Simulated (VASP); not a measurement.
# BN (Cm) in VASP: further runs

The runs below take BN through single point, with PBE+D3(BJ).

Everything below comes from runs of VASP 6.6.1. Logs are shortened: lines on timing, memory, paths and dates and some standing lists are left out, and cuts for length are marked.

**1. The cell of the first run**

Symmetry: Cm, No. 8, monoclinic system. Conventional cell: a = 4.341 Å, b = 2.506 Å, c = 6.597 Å, α = 90.00°, β = 90.00°, γ = 90.00°. Within 1.6 Å of B (site symmetry m) lie 1 N at 1.22 Å. B (site symmetry m) has 3 N at 1.45 Å within 1.9 Å. Within 1.9 Å of N (site symmetry m) lie 3 B at 1.45 Å. N (site symmetry m) has 1 B at 1.22 Å within 1.6 Å.

**2. Single point, PBE+D3(BJ) (atom 1 (B) moved by -0.288 Å along [1 2 0] and -0.384 Å along [0 0 1])**

INCAR

```
PREC = Accurate
ENCUT = 520
EDIFF = 1E-6
ISMEAR = 0
SIGMA = 0.05
LREAL = False
LASPH = True
NELM = 100
ALGO = Normal
ISIF = 2
LWAVE = False
LCHARG = True
GGA = PE
IVDW = 12
LELF = True
LVHAR = True
NBANDS = 16
```

KPOINTS

```
regular mesh
0
Gamma
  12 12 4
```

POSCAR

```
BN
1.0
    2.5061233057      0.0000000000      0.0000000000
   -1.2530616528      2.1703664477      0.0000000000
    0.0000000000      0.0000000000      6.5973571420
B N
2 2
Direct
   -0.0663482428     -0.1326964856      0.4417948746
    0.3333333333      0.6666666667      0.0000000000
    0.0000000000      0.0000000000      0.0000000000
    0.6666666667      0.3333333333      0.5000000000
```

Potentials or basis: VASP PAW PBE potentials, release 64 (B, N).

On the command line:

```bash
cat potpaw_PBE.64/B/POTCAR potpaw_PBE.64/N/POTCAR > POTCAR
mpirun -np 1 vasp_std > vasp.out
```

OUTCAR:

```text
PREC = Accurate
   ENCUT = 520
   EDIFF = 1E-6
   ISMEAR = 0
   LREAL = False
   LASPH = True
   NELM = 100
   ISIF = 2
   GGA = PE
   IVDW = 12
 IVDW          = 12

 ion  position               nearest neighbor table
   1  0.934  0.867  0.442-   4 1.22   4 1.66   4 1.66
   2  0.333  0.667  0.000-   3 1.45   3 1.45   3 1.45
   3  0.000  0.000  0.000-   2 1.45   2 1.45   2 1.45
   4  0.667  0.333  0.500-   1 1.22   1 1.66   1 1.66

  LATTYP: Found a hexagonal cell.
 ALAT       =     2.5061233057
 C/A-ratio  =     2.6324950281

  Lattice vectors:

 A1 = (   2.5061233057,   0.0000000000,   0.0000000000)
 A2 = (  -1.2530616528,   2.1703664477,   0.0000000000)
 A3 = (   0.0000000000,   0.0000000000,   6.5973571420)

Analysis of symmetry for initial positions (statically):
=====================================================================
 Subroutine PRICEL returns:
 Original cell was already a primitive cell.

 Routine SETGRP: Setting up the symmetry group for a
 hexagonal supercell.

 Subroutine GETGRP returns: Found  2 space group operations
 (whereof  2 operations were pure point group operations)
 out of a pool of 24 trial point group operations.

The static configuration has the point symmetry C_1h.

Analysis of symmetry for dynamics (positions and initial velocities):
=====================================================================
 Subroutine PRICEL returns:
 Original cell was already a primitive cell.

 Routine SETGRP: Setting up the symmetry group for a
 hexagonal supercell.

 Subroutine GETGRP returns: Found  2 space group operations
 (whereof  2 operations were pure point group operations)
 out of a pool of 24 trial point group operations.

The dynamic configuration has the point symmetry C_1h.

 Subroutine INISYM returns: Found  2 space group operations
 (whereof  2 operations are pure point group operations),
 and found     1 'primitive' translations

----------------------------------------------------------------------------------------

                                     Primitive cell

  volume of cell :      35.8844

  direct lattice vectors                    reciprocal lattice vectors
     2.506123306  0.000000000  0.000000000     0.399022665  0.230375843  0.000000000
    -1.253061653  2.170366448  0.000000000     0.000000000  0.460751686  0.000000000
     0.000000000  0.000000000  6.597357142     0.000000000  0.000000000  0.151575847

  length of vectors
     2.506123306  2.506123306  6.597357142     0.460751686  0.460751686  0.151575847

[... 87 lines left out ...]
   NSW    =      0    number of steps for IOM
   IBRION =     -1    ionic relax: 0-MD 1-quasi-New 2-CG
   NFREE  =      0    steps in history (QN), initial steepest desc. (CG)
   ISIF   =      2    stress and relaxation
   ISYM   =      2    0-nonsym 1-usesym 2-fastsym
   POTIM  = 0.5000    time-step for ionic-motion
   TEBEG  =    0.0;   TEEND  =   0.0 temperature during run
   PSTRESS=    0.0 pullay stress
   NELECT =      16.0000    total number of electrons
   NUPDOWN=      -1.0000    fix difference up-down
   EMIN   =  10.00;   EMAX   =-10.00  energy-range for DOS
   EFERMI =   0.00;   METHOD = LEGACY
   ISMEAR =     0;   SIGMA  =   0.05  broadening in eV -4-tet -1-fermi 0-gaus
   EFERMI_NEDOS =   21; number of points for ismear=-14 and -15
   IALGO  =     38    algorithm
   IMIX   =      4    mixing-type and parameters
     AMIX     =   0.40;   BMIX     =  1.00
     AMIX_MAG =   1.60;   BMIX_MAG =  1.00
  volume/ion in A,a.u.               =       8.97        60.54
  Fermi-wavevector in a.u.,A,eV,Ry     =   1.250680  2.363443 21.282251  1.564201
  Thomas-Fermi vector in A             =   2.384663
   LORBIT       =      0    0 simple, 1 ext, 2 COOP (PROOUT), +10 PAW based schemes
   GGA     = PE    functional components
   LHFCALC =     F    Hartree Fock is set to
   AEXX    =    0.0000 exact exchange contribution
   IVDW    =    12    specifies the selected vdW correction
   LEPSILON=     F    determine dielectric tensor
   LRPA    =     F    only Hartree local field effects (RPA)
 non-spin polarized calculation
 Gauss-broadening in eV      SIGMA  =   0.05
  energy-cutoff  :      520.00
  volume of cell :       35.88
 maximum number of plane-waves:       985
   NGX =  9   NGY =  9   NGZ = 25

 number of electron      15.9999998 magnetization

 Free energy of the ion-electron system (eV)
  ---------------------------------------------------
  ext. energy  EPLUGINS =         0.00000000
  ---------------------------------------------------
  free energy    TOTEN  =       -32.45820523 eV

  energy without entropy =      -32.45820523  energy(sigma->0) =      -32.45820523

 E-fermi :   4.7651     XC(G=0): -10.1701

 val. band max:        4.5491055201   @ k =   0.0000   0.0000   0.2500
 cond. band min:       5.3962771102   @ k =   0.0000   0.5000   0.5000
 fundamental gap:      0.8471715901
 Fermi energy:         4.7651292641

 k-point     1 :       0.0000    0.0000    0.0000
  band No.  band energies     occupation
      1     -15.8117      2.00000
      2     -14.7762      2.00000
      3      -4.1882      2.00000
      4      -1.5580      2.00000
      5      -0.1483      2.00000
      6       0.5298      2.00000
[... 433 lines left out ...]
      3      -5.7339      2.00000
      4      -4.3312      2.00000
      5      -2.3215      2.00000
      6      -0.7033      2.00000
[... 8 lines left out ...]
     15      18.2012      0.00000
     16      18.3921      0.00000

 [... further k-points ...]

------------------------ aborting loop because EDIFF is reached ----------------------------------------

 Edisp (eV)   -0.57054

 E8    (eV) :    -0.1676

  FORCE on cell =-STRESS in cart. coord.  units (eV):
  Direction    XX          YY          ZZ          XY          YZ          ZX
  --------------------------------------------------------------------------------------
  -------------------------------------------------------------------------------------
  Total       0.34094     9.04046    -1.11555     0.00000    -5.32630    -0.00000
  in kB      15.22235   403.64135   -49.80725     0.00000  -237.81045    -0.00000
  external pressure =      123.02 kB  Pullay stress =        0.00 kB

 VOLUME and BASIS-vectors are now :
 -----------------------------------------------------------------------------
  energy-cutoff  :      520.00
  volume of cell :       35.88
      direct lattice vectors                 reciprocal lattice vectors
     2.506123306  0.000000000  0.000000000     0.399022665  0.230375843  0.000000000
    -1.253061653  2.170366448  0.000000000     0.000000000  0.460751686  0.000000000
     0.000000000  0.000000000  6.597357142     0.000000000  0.000000000  0.151575847

 POSITION                                       TOTAL-FORCE (eV/Angst)
 -----------------------------------------------------------------------------------
      1.25306      1.88237      2.91468         0.000000     13.979953      2.179394
     -0.00000      1.44691      0.00000        -0.000000     -0.007414     -0.315125
      0.00000      0.00000      0.00000        -0.000000     -0.002374      0.261473
      1.25306      0.72346      3.29868        -0.000000    -13.970164     -2.125742
 -----------------------------------------------------------------------------------
    total drift:                               -0.000001     -0.000080      0.000161

  FREE ENERGIE OF THE ION-ELECTRON SYSTEM (eV)
  ---------------------------------------------------
  free  energy   TOTEN  =       -33.0287481014 eV

  energy  without entropy=      -33.0287481014  energy(sigma->0) =      -33.02874810
```

stdout:

```text
POSCAR found type information on POSCAR B N
 POSCAR found :  2 types and       4 ions
 scaLAPACK will be used
 LDA part: xc-table for (Slater+PW92), standard interpolation
 POSCAR, INCAR and KPOINTS ok, starting setup
 FFT: planning ... GRIDC
 FFT: planning ... GRID_SOFT
 FFT: planning ... GRID
 WAVECAR not read
 entering main loop
```

It took 45 s on 1 thread of Intel Xeon 6975P-C (Granite Rapids), shared host; peak memory 0.21 GiB.

What came out:

```yaml
Free_energy: -33.0287 eV
Pressure: 12.3 GPa
Largest_force: 14.149 eV/Å
Band_gap_on_the_k_mesh: 0.85 eV, indirect (least direct gap 1.89 eV)
Dispersion_energy_per_atom: -0.143 eV
```

Forces on the atoms (eV/Å):
```
B     0.000  13.980   2.179
B     0.000  -0.007  -0.315
N     0.000  -0.002   0.261
N     0.000 -13.970  -2.126
```

Levels at points of the mesh, in eV from the valence-band top:
```tsv
k point	band 5	band 6	band 7	band 8	band 9	band 10	band 11	band 12
(0.00, 0.00, 0.00)	-4.70	-4.02	-4.02	0.00	1.89	6.78	7.59	8.90
(0.50, 0.00, 0.00)	-6.81	-5.06	-4.00	-3.16	1.95	3.18	5.49	7.17
(0.00, 0.50, 0.00)	-6.81	-4.09	-3.79	-2.84	1.05	2.48	7.14	8.19
(0.00, 0.00, 0.50)	-4.67	-4.02	-4.02	0.00	3.32	5.91	6.78	8.90
(0.50, 0.00, 0.50)	-6.81	-5.07	-3.79	-3.27	1.99	2.69	5.58	7.27
(0.00, 0.50, 0.50)	-6.81	-4.09	-3.68	-2.77	0.85	2.17	7.25	8.53
```

Caveat: the cell differs from its parent crystal (atom 1 (B) moved by -0.288 Å along [1 2 0] and -0.384 Å along [0 0 1]); forces of over 1 eV/Å act on the atoms, so gaps and moduli don't describe the material at rest. A k mesh can miss the band edges.

(Continued in part 2 of 3.)
